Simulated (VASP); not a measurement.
Wanted: the native input for a VASP 6.6.1 run.

* Task: single point
* Functional: PBE
* Dispersion: D3(BJ)
* Potentials or basis: VASP PAW PBE potentials, release 64 (Te, Mo_sv)
* Cutoff: 520 eV
* k mesh: 12 × 12 × 2
* Occupations: fermi-dirac, width 0.02 eV
* Spin: no spin polarisation
* Dipole correction: no
* Further INCAR settings: ALGO = Normal; EDIFF = 1e-07; NBANDS = 35

The structure of Te2Mo lies in POSCAR:

```
Te2Mo
1.0
    3.4964011459      0.0000000000      0.0000000000
   -1.7482005730      3.0279722142      0.0000000000
    0.0000000000      0.0000000000     13.7008445072
Te Mo
4 2
Direct
    0.3333333333      0.6666666667      0.6173401540
    0.6666666667      0.3333333333      0.1173401540
    0.3333333333      0.6666666667      0.8826598460
    0.6666666667      0.3333333333      0.3826598460
    0.3333333333      0.6666666667      0.2500000000
    0.6666666667      0.3333333333      0.7500000000
```

These files were run (other wordings do the same):

INCAR

```
  PREC = Accurate
  ENCUT = 520
  EDIFF = 1E-7
  ISMEAR = -1
  SIGMA = 0.02
  LREAL = F
  LASPH = T
  NELM = 60
  ALGO = Normal
  ISIF = 2
  LWAVE = F
  LCHARG = T
  GGA = PE
  IVDW = 12
  LELF = T
  LVHAR = T
  NBANDS = 35
```

KPOINTS

```
regular mesh
0
Gamma
  12 12 2
```

Potentials or basis: VASP PAW PBE potentials, release 64 (Te, Mo_sv).

Launch:

```console
$ cat potpaw_PBE.64/Te/POTCAR potpaw_PBE.64/Mo_sv/POTCAR > POTCAR
$ mpirun -np 1 vasp_std > vasp.out
```

Results of the run:

| Quantity | Value |
| --- | --- |
| Pressure | 0.0 GPa |
| Largest force | 0.010 eV/Å |
| Band gap on the k mesh | 0.65 eV, indirect (least direct gap 1.04 eV) |
| Dispersion energy per atom | -0.554 eV |

Caveat: spin-orbit coupling is left out, which moves the levels of the heavy elements.

It took 5.4 min on 1 thread of Intel Xeon 6975P-C, with other jobs on the host, peak memory 0.38 GiB.
